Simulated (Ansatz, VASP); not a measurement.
# PtS2: VASP beside Ansatz

```
Pt S
1.0
     3.72036    0.00000    0.00000
    -1.86018    3.22193    0.00000
     0.00000    0.00000    5.29074
Pt S
1 2
Cartesian
  0.0000 0.0000 0.0000
  0.0000 2.1480 1.3227
  1.8602 1.0740 3.9681
```

Change from the starting cell: strain +0.050 along x and y, +0.050 along z, atoms carried along.

Alike in both runs: task single point; functional PBEsol; k mesh 12 × 12 × 8; occupations gaussian, width 0.05 eV; no spin polarisation.

|  | VASP | Ansatz |
| --- | --- | --- |
| version | VASP 6.6.1 | Ansatz 0.2.0 |
| potentials or method | VASP PAW PBE potentials, release 64 (Pt, S), cutoff 520 eV | scalar-relativistic, plane waves, PAW |
| valence electrons in the cell | 22 | 30 |

Ansatz gave:

```
gap on the k mesh at the Fermi level (eV)                     : 0.35
least direct gap on the mesh (eV)                             : 0.62
pressure (GPa)                                                : -16.6
traceless stress, the component that is largest in VASP (GPa) : 2.10
rms of the force components (eV/Å)                            : 0.897
```

Task: Which values does VASP return?

Result: gap on the k mesh at the Fermi level (eV): 0.35; least direct gap on the mesh (eV): 0.62; pressure (GPa): -16.7; traceless stress, the component that is largest in VASP (GPa): 2.16; rms of the force components (eV/Å): 0.904.

VASP's potentials were made for PBE, not for PBEsol. Atom by atom the forces differ by 0.008 eV/Å (rms over components). VASP's potentials hold 22 valence electrons a cell and Ansatz's 30, so a difference there can come from the potentials and not from the codes.

Spin-orbit coupling is off throughout.
